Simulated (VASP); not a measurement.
# Si (I4/mmm) in VASP: further runs

The runs below take Si through single point, with LDA.

Everything below comes from runs of VASP 6.6.1. Logs are shortened: lines on timing, memory, paths and dates and some standing lists are left out, and cuts for length are marked.

### 1 The cell of the first run

It takes space group I4/mmm (No. 139, tetragonal). Conventional cell: a = 6.551 Å, b = 6.551 Å, c = 3.960 Å, α = 90.00°, β = 90.00°, γ = 90.00°. Si (site symmetry m2m) has 4 Si at 2.34 to 2.38 Å within 3.1 Å.

### 2 Single point, LDA (strain -0.015 along x and y, +0.030 along z)

Input file INCAR:

```
PREC = Accurate ; ENCUT = 520
EDIFF = 1E-6 ; ISMEAR = 0
SIGMA = 0.03 ; LREAL = F
LASPH = T ; NELM = 60
ALGO = Normal ; ISIF = 2
LWAVE = F ; LCHARG = F
NBANDS = 16
```

Input file KPOINTS:

```
regular mesh
0
Gamma
  10 10 10
```

Input file POSCAR:

```
Si
1.0
   -3.2755626256      3.2755626256      1.9800572298
    3.2755626256     -3.2755626256      1.9800572298
    3.2755626256      3.2755626256     -1.9800572298
Si
4
Direct
    0.1788010600      0.1788010600      0.3576021200
    0.8211989400      0.8211989400      0.6423978800
    0.1788010600      0.8211989400      0.0000000000
    0.8211989400      0.1788010600      0.0000000000
```

Potentials or basis: VASP PAW LDA potentials, release 64 (Si).

On the command line:

```
cat potpaw_LDA.64/Si/POTCAR > POTCAR
mpirun -np 1 vasp_std > vasp.out
```

OUTCAR:

```text
PREC = Accurate
   ENCUT = 520
   EDIFF = 1E-6
   ISMEAR = 0
   LREAL = F
   LASPH = T
   NELM = 60
   ISIF = 2

 ion  position               nearest neighbor table
   1  0.179  0.179  0.358-   3 2.34   4 2.34   2 2.38   2 2.38
   2  0.821  0.821  0.642-   3 2.34   4 2.34   1 2.38   1 2.38
   3  0.179  0.821  0.000-   1 2.34   2 2.34   4 2.38   4 2.38
   4  0.821  0.179  0.000-   1 2.34   2 2.34   3 2.38   3 2.38

  LATTYP: Found a body centered tetragonal cell.
 ALAT       =     6.5511252512
 C/A-ratio  =     0.6044937790

  Lattice vectors:

 A1 = (  -3.2755626256,   3.2755626256,   1.9800572298)
 A2 = (   3.2755626256,  -3.2755626256,   1.9800572298)
 A3 = (   3.2755626256,   3.2755626256,  -1.9800572298)

Analysis of symmetry for initial positions (statically):
=====================================================================
 Subroutine PRICEL returns:
 Original cell was already a primitive cell.

 Routine SETGRP: Setting up the symmetry group for a
 body centered tetragonal supercell.

 Subroutine GETGRP returns: Found 16 space group operations
 (whereof 16 operations were pure point group operations)
 out of a pool of 16 trial point group operations.

The static configuration has the point symmetry D_4h.

Analysis of symmetry for dynamics (positions and initial velocities):
=====================================================================
 Subroutine PRICEL returns:
 Original cell was already a primitive cell.

 Routine SETGRP: Setting up the symmetry group for a
 body centered tetragonal supercell.

 Subroutine GETGRP returns: Found 16 space group operations
 (whereof 16 operations were pure point group operations)
 out of a pool of 16 trial point group operations.

The dynamic configuration has the point symmetry D_4h.

 Subroutine INISYM returns: Found 16 space group operations
 (whereof 16 operations are pure point group operations),
 and found     1 'primitive' translations

----------------------------------------------------------------------------------------

                                     Primitive cell

  volume of cell :      84.9786

  direct lattice vectors                    reciprocal lattice vectors
    -3.275562626  3.275562626  1.980057230     0.000000000  0.152645532  0.252517954
     3.275562626 -3.275562626  1.980057230     0.152645532  0.000000000  0.252517954
     3.275562626  3.275562626 -1.980057230     0.152645532  0.152645532  0.000000000

  length of vectors
     5.037782018  5.037782018  5.037782018     0.295069442  0.295069442  0.215873382

  position of ions in fractional coordinates (direct lattice)
     0.178801060  0.178801060  0.357602120
     0.821198940  0.821198940  0.642397880
     0.178801060  0.821198940  0.000000000
     0.821198940  0.178801060  0.000000000

  ion indices of the primitive-cell ions
   primitive index   ion index
                 1           1
                 2           2
                 3           3
                 4           4

----------------------------------------------------------------------------------------

 KPOINTS: regular mesh

Automatic generation of k-mesh.
 Grid dimensions read from file:
 generate k-points for:   10   10   10

 Generating k-lattice:

  Cartesian coordinates                     Fractional coordinates (reciprocal lattice)
     0.000000000  0.015264553  0.025251795     0.100000000  0.000000000  0.000000000
     0.015264553  0.000000000  0.025251795     0.000000000  0.100000000  0.000000000
     0.015264553  0.015264553  0.000000000     0.000000000  0.000000000  0.100000000

  Length of vectors
     0.029506944  0.029506944  0.021587338

  Shift w.r.t. Gamma in fractional coordinates (k-lattice)
     0.000000000  0.000000000  0.000000000

 Subroutine IBZKPT returns following result:
 ===========================================

 Found    102 irreducible k-points:

 Following reciprocal coordinates:
            Coordinates               Weight
  0.000000  0.000000  0.000000      1.000000
  0.100000 -0.000000  0.000000      8.000000
[... 52 lines left out ...]
      2      -2.0666      2.00000
      3      -1.0584      2.00000
      4      -0.4063      2.00000
      5       1.4506      2.00000
      6       2.0160      2.00000
[... 8 lines left out ...]
     15      11.1748      0.00000
     16      11.4962      0.00000

 k-point     9 :       0.3000    0.1000   -0.0000
  band No.  band energies     occupation
      1      -5.3144      2.00000
      2      -2.2631      2.00000
      3      -1.8325      2.00000
      4      -0.6542      2.00000
      5       1.1813      2.00000
      6       1.9818      2.00000
[... 8 lines left out ...]
     15      11.7771      0.00000
     16      12.8443      0.00000
[... 172 lines left out ...]
 k-point    19 :       0.5000    0.2000   -0.0000
  band No.  band energies     occupation
      1      -5.3079      2.00000
      2      -3.3115      2.00000
      3      -1.7839      2.00000
      4       0.2908      2.00000
      5       1.2063      2.00000
      6       2.5874      2.00000
[... 8 lines left out ...]
     15      11.5637      0.00000
     16      11.8557      0.00000

 k-point    20 :      -0.4000    0.2000    0.0000
  band No.  band energies     occupation
      1      -5.8391      2.00000
      2      -3.3870      2.00000
      3      -1.0641      2.00000
      4       0.6768      2.00000
      5       1.8185      2.00000
      6       2.6796      2.00000
[... 8 lines left out ...]
     15      11.3510      0.00000
     16      11.6220      0.00000

 k-point    21 :      -0.3000    0.2000    0.0000
  band No.  band energies     occupation
      1      -6.2369      2.00000
      2      -3.2792      2.00000
      3      -0.4870      2.00000
      4       0.4813      2.00000
      5       2.7709      2.00000
      6       2.8971      2.00000
[... 8 lines left out ...]
     15      11.2713      0.00000
     16      11.8716      0.00000

 k-point    22 :      -0.2000    0.2000    0.0000
  band No.  band energies     occupation
      1      -6.4478      2.00000
      2      -3.0051      2.00000
      3      -0.0495      2.00000
      4      -0.0217      2.00000
      5       2.6168      2.00000
      6       3.4695      2.00000
[... 8 lines left out ...]
     15      10.9104      0.00000
     16      12.8958      0.00000

 k-point    23 :       0.3000    0.3000   -0.0000
  band No.  band energies     occupation
      1      -4.7446      2.00000
      2      -3.1842      2.00000
      3      -2.4269      2.00000
      4      -0.2589      2.00000
      5       0.9810      2.00000
      6       2.5014      2.00000
[... 8 lines left out ...]
     15      12.0007      0.00000
     16      12.5238      0.00000

 k-point    24 :       0.4000    0.3000    0.0000
  band No.  band energies     occupation
      1      -5.0582      2.00000
      2      -3.7280      2.00000
      3      -1.7913      2.00000
      4       0.2906      2.00000
      5       1.2186      2.00000
      6       2.4160      2.00000
[... 8 lines left out ...]
     15      11.4201      0.00000
     16      11.6531      0.00000

 [... further k-points ...]
[... 5 lines left out ...]
  --------------------------------------------------------------------------------------
  -------------------------------------------------------------------------------------
  Total        0.4355523      0.4355523     -3.6227654      0.0000000      0.0000000      0.0000000
  in kB        8.2118571      8.2118571    -68.3032302      0.0000000      0.0000000      0.0000000
  external PRESSURE =     -17.2931720 kB  Pullay stress =       0.0000000 kB

 VOLUME and BASIS-vectors are now :
 -----------------------------------------------------------------------------
  energy-cutoff  :      520.00
  volume of cell :       84.98
      direct lattice vectors                 reciprocal lattice vectors
    -3.275562626  3.275562626  1.980057230     0.000000000  0.152645532  0.252517954
     3.275562626 -3.275562626  1.980057230     0.152645532  0.000000000  0.252517954
     3.275562626  3.275562626 -1.980057230     0.152645532  0.152645532  0.000000000

 POSITION                                       TOTAL-FORCE (eV/Angst)
 -----------------------------------------------------------------------------------
      1.17135      1.17135     -0.00000         0.340174      0.340174     -0.000000
      2.10421      2.10421      1.98006        -0.340174     -0.340174      0.000000
      2.10421     -2.10421      1.98006        -0.340174      0.340174     -0.000000
     -2.10421      2.10421      1.98006         0.340174     -0.340174     -0.000000
 -----------------------------------------------------------------------------------
    total drift:                               -0.000000     -0.000000      0.000000

  FREE ENERGIE OF THE ION-ELECTRON SYSTEM (eV)
  ---------------------------------------------------
  free  energy   TOTEN  =       -23.3086157391 eV

  energy  without entropy=      -23.3085535964  energy(sigma->0) =      -23.30858467
```

Wall time 52 s (1 thread of Intel Xeon 6975P-C (Granite Rapids), shared host); peak memory 0.24 GiB.

What came out:

```
Free energy            : -23.3086 eV
Pressure               : -1.7 GPa
Largest force          : 0.481 eV/Å
Band gap on the k mesh : zero (band 8 reaches 5.45 eV, above the bottom of band 9 at 5.38 eV)
```

Forces in eV/Å, atoms in the order of the input:
```
Si   0.340  0.340  0.000
Si  -0.340 -0.340  0.000
Si  -0.340  0.340  0.000
Si   0.340 -0.340  0.000
```

Caveat: the cell differs from its parent crystal (strain -0.015 along x and y, +0.030 along z).

### 3 Single point, LDA (strain +0.000 along x and y, +0.030 along z)

Input file INCAR:

```
PREC = Accurate
ENCUT = 520
EDIFF = 1E-7
ISMEAR = 0
SIGMA = 0.03
LREAL = F
LASPH = T
NELM = 80
ALGO = Normal
ISIF = 2
LWAVE = F
LCHARG = T
LELF = T
LVHAR = T
NBANDS = 16
```

KPOINTS is that of step 2.

Input file POSCAR:

```
Si
1.0
   -3.3254442900      3.3254442900      1.9800572298
    3.3254442900     -3.3254442900      1.9800572298
    3.3254442900      3.3254442900     -1.9800572298
Si
4
Direct
    0.1788010600      0.1788010600      0.3576021200
    0.8211989400      0.8211989400      0.6423978800
    0.1788010600      0.8211989400      0.0000000000
    0.8211989400      0.1788010600      0.0000000000
```

Potentials or basis: VASP PAW LDA potentials, release 64 (Si).

On the command line:

```
cat potpaw_LDA.64/Si/POTCAR > POTCAR
mpirun -np 1 vasp_std > vasp.out
```

It took 57 s on 1 thread of Intel Xeon 6975P-C (Granite Rapids), shared host; peak memory 0.25 GiB.

The run converged. Its results:

| Item | Value |
| --- | --- |
| Free energy | -23.2954 eV |
| Pressure | -4.1 GPa |
| Largest force | 0.217 eV/Å |
| Band gap on the k mesh | zero (filled and empty bands touch) |

Forces in eV/Å, atoms in the order of the input:
```
Si   0.154  0.154  0.000
Si  -0.154 -0.154  0.000
Si  -0.154  0.154  0.000
Si   0.154 -0.154  0.000
```

Stress tensor (GPa, compression positive):
```
-2.39  0.00  0.00
 0.00 -2.39  0.00
 0.00  0.00 -7.43
```

Levels at points of the mesh, in eV from the Fermi level:
```
           k point  band 4  band 5  band 6  band 7  band 8  band 9  band 10  band 11  band 12  band 13
(0.00, 0.00, 0.00)   -5.54   -3.71   -1.61   -1.61   -0.63    1.14     1.38     1.38     2.24     2.24
(0.50, 0.00, 0.00)   -6.02   -4.26   -3.46   -2.39   -1.33    0.79     2.34     2.98     3.46     4.14
(0.50, 0.50, 0.00)   -4.97   -2.75   -2.16   -1.75   -1.75    1.22     1.59     1.85     3.95     4.10
(0.50, 0.50, 0.50)   -4.92   -3.11   -0.30   -0.02    0.00    0.00     2.56     3.64     4.17     4.22
```

Caveat: the cell differs from its parent crystal (strain +0.000 along x and y, +0.030 along z).

### 4 Single point, LDA (strain -0.030 along x and y, -0.030 along z)

Input file INCAR:

```
PREC = Accurate
ENCUT = 520
EDIFF = 1E-6
ISMEAR = 0
SIGMA = 0.03
LREAL = F
LASPH = T
NELM = 100
ALGO = Normal
ISIF = 2
LWAVE = F
LCHARG = F
GGA = CA
NBANDS = 16
```

Input file KPOINTS:

```
Automatic mesh
0
Gamma
  10 10 10
```

Input file POSCAR:

```
Si
1.0
   -3.2256809613      3.2256809613      1.8647140902
    3.2256809613     -3.2256809613      1.8647140902
    3.2256809613      3.2256809613     -1.8647140902
Si
4
Direct
    0.1788010600      0.1788010600      0.3576021200
    0.8211989400      0.8211989400      0.6423978800
    0.1788010600      0.8211989400      0.0000000000
    0.8211989400      0.1788010600      0.0000000000
```

On the command line:

```
cat potpaw_LDA.64/Si/POTCAR > POTCAR
mpirun -np 1 vasp_std > vasp.out
```

Wall time 52 s (1 thread of Intel Xeon 6975P-C (Granite Rapids), shared host); peak memory 0.23 GiB.

It converged, with:

```yaml
Free_energy: -23.2615 eV
Pressure: 7.2 GPa
Largest_force: 0.118 eV/Å
Band_gap_on_the_k_mesh: zero (band 8 reaches 6.34 eV, above the bottom of band 9 at 6.31 eV)
```

Forces on the atoms (eV/Å):
```
Si   0.083  0.083  0.000
Si  -0.083 -0.083  0.000
Si  -0.083  0.083  0.000
Si   0.083 -0.083  0.000
```

Stress tensor (GPa, compression positive):
```
7.14 0.00 0.00
0.00 7.14 0.00
0.00 0.00 7.41
```

Levels at points of the mesh, in eV from the Fermi level:
| k point | band 6 | band 7 | band 8 | band 9 | band 10 | band 11 |
| --- | --- | --- | --- | --- | --- | --- |
| (0.00, 0.00, 0.00) | -1.56 | -1.56 | -0.60 | 1.31 | 1.75 | 1.75 |
| (0.50, 0.00, 0.00) | -3.82 | -2.59 | -1.49 | 0.63 | 2.44 | 2.91 |
| (0.50, 0.50, 0.00) | -2.14 | -2.08 | -1.72 | 1.60 | 1.85 | 1.92 |
| (0.50, 0.50, 0.50) | -0.18 | 0.05 | 0.05 | 0.22 | 3.64 | 4.02 |

Caveat: the cell differs from its parent crystal (strain -0.030 along x and y, -0.030 along z).

### 5 Single point, LDA (strain -0.030 along x and y, -0.015 along z)

Input file INCAR:

```
SYSTEM = Si
PREC     = Accurate       ! precision mode
ENCUT    = 520            ! plane-wave cutoff, eV
EDIFF    = 1E-6           ! SCF threshold, eV
ISMEAR   = 0              ! smearing method
SIGMA    = 0.03           ! smearing width, eV
LREAL    = .False.        ! projectors in reciprocal space
LASPH    = .True.         ! aspherical terms in the spheres
NELM     = 80             ! most SCF steps
ALGO     = Normal         ! electronic algorithm
ISIF     = 2              ! what is computed and relaxed
LWAVE    = .False.        ! write WAVECAR
LCHARG   = .False.        ! write CHGCAR
NBANDS   = 16             ! bands
```

Input file KPOINTS:

```
regular mesh
0
Gamma
  10 10 10
  0 0 0
```

Input file POSCAR:

```
Si
1.0
   -3.2256809613      3.2256809613      1.8935498751
    3.2256809613     -3.2256809613      1.8935498751
    3.2256809613      3.2256809613     -1.8935498751
Si
4
Direct
    0.1788010600      0.1788010600      0.3576021200
    0.8211989400      0.8211989400      0.6423978800
    0.1788010600      0.8211989400      0.0000000000
    0.8211989400      0.1788010600      0.0000000000
```

On the command line:

```
cat potpaw_LDA.64/Si/POTCAR > POTCAR
mpirun -np 1 vasp_std > vasp.out
```

Run time: 55 s. Hardware: 1 thread of Intel Xeon 6975P-C (Granite Rapids), shared host; peak memory 0.24 GiB.

The run converged. Its results:

```
Free energy            : -23.3018 eV
Pressure               : 5.4 GPa
Largest force          : 0.314 eV/Å
Band gap on the k mesh : zero (band 8 reaches 6.20 eV, above the bottom of band 9 at 6.19 eV)
```

Forces on the atoms (eV/Å):
```
Si   0.222  0.222  0.000
Si  -0.222 -0.222  0.000
Si  -0.222  0.222  0.000
Si   0.222 -0.222  0.000
```

Stress tensor (GPa, compression positive):
```
6.45 0.00 0.00
0.00 6.45 0.00
0.00 0.00 3.38
```

Levels at points of the mesh, in eV from the Fermi level:
```tsv
k point	band 4	band 5	band 6	band 7	band 8	band 9	band 10	band 11	band 12	band 13
(0.00, 0.00, 0.00)	-5.79	-4.11	-1.66	-1.66	-0.66	1.14	1.71	1.71	2.21	2.21
(0.50, 0.00, 0.00)	-6.30	-4.70	-3.81	-2.62	-1.47	0.63	2.46	2.92	3.42	4.40
(0.50, 0.50, 0.00)	-5.07	-3.08	-2.26	-2.01	-1.83	1.43	1.69	1.90	4.15	4.27
(0.50, 0.50, 0.50)	-5.50	-3.28	-0.25	0.03	0.03	0.03	3.73	3.78	4.32	4.43
```

Caveat: the cell differs from its parent crystal (strain -0.030 along x and y, -0.015 along z).

### 6 Single point, LDA (strain -0.030 along x and y, +0.000 along z)

Input file INCAR:

```
SYSTEM = Si
PREC = Accurate
ENCUT = 520
EDIFF = 1E-7
ISMEAR = 0
SIGMA = 0.03
LREAL = .FALSE.
LASPH = .TRUE.
NELM = 100
ALGO = Normal
ISIF = 2
LWAVE = .FALSE.
LCHARG = .FALSE.
GGA = CA
NBANDS = 16
```

Input file KPOINTS:

```
Automatic mesh
0
G
  10 10 10
  0 0 0
```

Input file POSCAR:

```
Si
1.0
   -3.2256809613      3.2256809613      1.9223856600
    3.2256809613     -3.2256809613      1.9223856600
    3.2256809613      3.2256809613     -1.9223856600
Si
4
Direct
    0.1788010600      0.1788010600      0.3576021200
    0.8211989400      0.8211989400      0.6423978800
    0.1788010600      0.8211989400      0.0000000000
    0.8211989400      0.1788010600      0.0000000000
```

Potentials or basis: VASP PAW LDA potentials, release 64 (Si).

On the command line:

```
cat potpaw_LDA.64/Si/POTCAR > POTCAR
mpirun -np 1 vasp_std > vasp.out
```

Run time: 62 s. Hardware: 1 thread of Intel Xeon 6975P-C (Granite Rapids), shared host; peak memory 0.24 GiB.

It converged, with:

| Quantity | Value |
| --- | --- |
| Free energy | -23.3139 eV |
| Pressure | 3.8 GPa |
| Largest force | 0.500 eV/Å |
| Band gap on the k mesh | zero (band 8 reaches 6.07 eV, above the bottom of band 9 at 5.99 eV) |

Forces on the atoms (eV/Å):
```
Si   0.354  0.354  0.000
Si  -0.354 -0.354  0.000
Si  -0.354  0.354  0.000
Si   0.354 -0.354  0.000
```

Stress tensor (GPa, compression positive):
```
 5.77  0.00  0.00
 0.00  5.77  0.00
 0.00  0.00 -0.11
```

Levels at points of the mesh, in eV from the Fermi level:
| k point | band 5 | band 6 | band 7 | band 8 | band 9 | band 10 | band 11 | band 12 |
| --- | --- | --- | --- | --- | --- | --- | --- | --- |
| (0.00, 0.00, 0.00) | -4.03 | -1.69 | -1.69 | -0.66 | 1.05 | 1.66 | 1.66 | 2.27 |
| (0.50, 0.00, 0.00) | -4.61 | -3.73 | -2.57 | -1.37 | 0.70 | 2.53 | 2.99 | 3.47 |
| (0.50, 0.50, 0.00) | -2.98 | -2.30 | -1.88 | -1.86 | 1.32 | 1.61 | 1.93 | 4.21 |
| (0.50, 0.50, 0.50) | -3.33 | -0.25 | -0.08 | 0.07 | 0.07 | 3.54 | 3.89 | 4.36 |

Caveat: the cell differs from its parent crystal (strain -0.030 along x and y, +0.000 along z).

### 7 Overview

```csv
cell,gap on the mesh (eV),pressure (GPa),largest force (eV/Å)
"a = 5.038 Å, angles 98.9, 98.9, 133.7°, 4 atoms",none,-1.7,0.48
"a = 5.103 Å, angles 98.7, 98.7, 134.3°, 4 atoms",none,-4.1,0.22
"a = 4.928 Å, angles 98.2, 98.2, 135.5°, 4 atoms",none,7.2,0.12
"a = 4.939 Å, angles 98.5, 98.5, 134.9°, 4 atoms",none,5.4,0.31
"a = 4.950 Å, angles 98.7, 98.7, 134.3°, 4 atoms",none,3.8,0.50
```

Alike in all rows: task single point; level LDA; potentials or basis VASP PAW LDA potentials, release 64 (Si); no spin polarisation; k mesh 10 × 10 × 10; cutoff (eV) 520; smearing gaussian 0.03 eV.

Total energies depend on the potentials used, so only differences within one code and one set of settings carry meaning.
